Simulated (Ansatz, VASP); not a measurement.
Two plane-wave programs on AlCu5

File INCAR:

```
SYSTEM = AlCu5
ALGO     = Normal         ! electronic algorithm
EDIFF    = 1E-6           ! SCF threshold, eV
EDIFFG   = -0.04          ! ionic threshold
ENCUT    = 600            ! plane-wave cutoff, eV
GGA      = PE             ! functional
IBRION   = 2              ! ionic algorithm
ISIF     = 3              ! what is computed and relaxed
ISMEAR   = 0              ! smearing method
LASPH    = .TRUE.         ! aspherical terms in the spheres
LCHARG   = .FALSE.        ! write CHGCAR
LREAL    = .FALSE.        ! projectors in reciprocal space
LWAVE    = .FALSE.        ! write WAVECAR
NELM     = 100            ! most SCF steps
NSW      = 90             ! ionic steps
PREC     = Accurate       ! precision mode
SIGMA    = 0.1            ! smearing width, eV
```

File KPOINTS:

```
k-points
0
G
  6 6 4
  0 0 0
```

Contents of POSCAR:

```
AlCu5
1.0
    3.8536480900      0.0000000000      0.0000000000
   -1.9268240400      3.3373571400      0.0000000000
    0.0000000000      0.0000000000      4.6941135400
Al Cu
1 5
Direct
    0.0000000000      0.0000000000      0.0000000000
    0.5000000000      0.0000000000      0.5000000000
    0.0000000000      0.5000000000      0.5000000000
    0.5000000000      0.5000000000      0.5000000000
    0.3333333300      0.6666666700      0.5000000000
    0.6666666700      0.3333333300      0.5000000000
```

Input for Ansatz:

```yaml
crystal:
  lattice:
    - [3.85364809, 0.0, 0.0]
    - [-1.92682404, 3.33735714, 0.0]
    - [0.0, 0.0, 4.69411354]
  atoms:
    - { symbol: Al, position: [0.0, 0.0, 0.0] }
    - { symbol: Cu, position: [0.5, 0.0, 0.5] }
    - { symbol: Cu, position: [0.0, 0.5, 0.5] }
    - { symbol: Cu, position: [0.5, 0.5, 0.5] }
    - { symbol: Cu, position: [0.33333333, 0.66666667, 0.5] }
    - { symbol: Cu, position: [0.66666667, 0.33333333, 0.5] }
basis:
  ecutwfc: 420
kpoints:
  mp_grid: { grid: [6, 6, 4] }
hamiltonian:
  xc: pbe
scf:
  occupations: { method: gaussian, width: 0.1 }
  lower_state_search: "off"
output:
  forces: true
  stress: true
  eigenvalues: true
relax:
  adjacent_minimum: "off"
  f_tol: 0.04
  max_steps: 70
  cell: { stress_tol: 0.4 }
```

Alike in both runs: task relaxation of cell and atoms; functional PBE; k mesh 6 × 6 × 4; occupations gaussian, width 0.1 eV; no spin polarisation.

|  | VASP | Ansatz |
| --- | --- | --- |
| version | VASP 6.6.1 | Ansatz 0.2.0 |
| potentials or method | VASP PAW PBE potentials, release 64 (Al, Cu), cutoff 600 eV | scalar-relativistic, plane waves, PAW |
| valence electrons in the cell | 58 | 98 |

|  | VASP | Ansatz | Ansatz less VASP |
| --- | --- | --- | --- |
| gap on the k mesh at the Fermi level, each at its own relaxed structure (eV) | none | none | - |
| relaxed volume (Å³/atom) | 15.54 | 22.01 | +6.474 |
| relaxed cell length with the largest relative difference (Å) | 6.646 | 8.004 | +1.3581 |

A gap of «none» marks a metal or a gap that the smearing closes. One of these differences is far larger than is usual between the two programs; its cause wasn't traced. VASP's potentials hold 58 valence electrons a cell and Ansatz's 98, so a difference there can come from the potentials and not from the codes.

Noted on VASP's run: the volume moved by over 15 % at a fixed basis, so the end points are rough.
